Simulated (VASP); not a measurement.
Set up this calculation in VASP 6.6.1, as the native input.

| Quantity | Value |
| --- | --- |
| Task | single point |
| Functional | PBE |
| Potentials or basis | VASP PAW PBE potentials, release 64 (Mo_sv, Cl) |
| Cutoff | 520 eV |
| k mesh | 5 × 5 × 1 |
| Occupations | gaussian, width 0.1 eV |
| Spin | no spin polarisation |
| Dipole correction | yes |
| Further INCAR settings | ALGO = Normal; EDIFF = 1e-06; NBANDS = 100 |

The structure of Mo12Cl lies in POSCAR:

```
Mo12Cl
1.0
    5.4740909335      0.0000000000      0.0000000000
   -1.8246969778      5.1610224265      0.0000000000
    0.0000000000      0.0000000000     19.8082441086
Mo Cl
12 1
Direct
    0.2500000000      0.2500000000      0.2019361221
    0.2500000000      0.7500000000      0.2019361221
    0.7500000000      0.2500000000      0.2019361221
    0.7500000000      0.7500000000      0.2019361221
    0.0000000000      0.0000000000      0.3106875862
    0.0000000000      0.5000000000      0.3106875862
    0.5000000000      0.0000000000      0.3106875862
    0.5000000000      0.5000000000      0.3106875862
    0.2500000000      0.2500000000      0.4194336491
    0.2500000000      0.7500000000      0.4194336491
    0.7500000000      0.2500000000      0.4194336491
    0.7500000000      0.7500000000      0.4194336491
    0.4166666667      0.4166666667      0.5270361113
```

These files were run (other wordings do the same):

INCAR

```
ALGO = Normal
DIPOL = 0.5 0.5 0.327
EDIFF = 1E-6
ENCUT = 520
GGA = PE
IDIPOL = 3
ISIF = 2
ISMEAR = 0
LASPH = True
LCHARG = False
LDIPOL = True
LREAL = False
LWAVE = False
NBANDS = 100
NELM = 80
PREC = Accurate
SIGMA = 0.1
```

KPOINTS

```
k-points
0
Gamma
  5 5 1
```

Potentials or basis: VASP PAW PBE potentials, release 64 (Mo_sv, Cl).

Launch:

```console
$ cat potpaw_PBE.64/Mo_sv/POTCAR potpaw_PBE.64/Cl/POTCAR > POTCAR
$ mpirun -np 1 vasp_std > vasp.out
```

It gave:

| Item | Value |
| --- | --- |
| Largest force | 0.634 eV/Å |
| Band gap on the k mesh | zero (an odd number of electrons rules out a gap without spin polarisation) |

Caveat: an odd number of electrons without spin polarisation forces a metal; a magnetic or distorted state may lie lower.

It took 46 min on 1 thread of Intel Xeon 8259CL, on a shared host, peak memory 0.76 GiB.
